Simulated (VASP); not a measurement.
The system is CuO.

```
Cu O
1.0
     0.00000    2.32725    2.32725
     2.32725    0.00000    2.32725
     2.32725    2.32725    0.00000
Cu O
1 1
Cartesian
  0.0000 0.0000 0.0000
  1.1636 1.1636 1.1636
```

```yaml
Program: VASP 6.6.1
Task: relaxation of cell and atoms
Functional: r2SCAN
Potentials_or_basis: VASP PAW PBE potentials, release 64 (Cu, O)
Cutoff: 600 eV
k_mesh: 10 × 10 × 10
Occupations: fermi-dirac, width 0.05 eV
Spin: no spin polarisation
```

At the start: pressure -14.5 GPa; volume 12.60 Å³/atom.

**Question.** Where does the relaxation end?

**Answer.** Over 3 steps the energy falls by 73.6 meV/atom and the volume is 11.16 Å³/atom (-11.5 %); space group F-43m (No. 216, to 0.1 Å) before and after.

The path:
```
step  energy change (eV)  largest force (eV/Å)  pressure (GPa)  volume (Å³)
   1              0.0000                0.0000          -14.50        25.21
   2             -0.1211                0.0000            8.40        21.27
   3             -0.1472                0.0000           -0.08        22.31
```

Final structure:
```
CELL_PARAMETERS angstrom
0.00000 2.23445 2.23445
2.23445 0.00000 2.23445
2.23445 2.23445 0.00000
ATOMIC_POSITIONS crystal
Cu 0.00000 0.00000 0.00000
O 0.25000 0.25000 0.25000
```

Caveat: the PAW data sets were made with another functional, which shifts forces and pressure a little; an odd number of electrons without spin polarisation forces a metal; a magnetic or distorted state may lie lower.
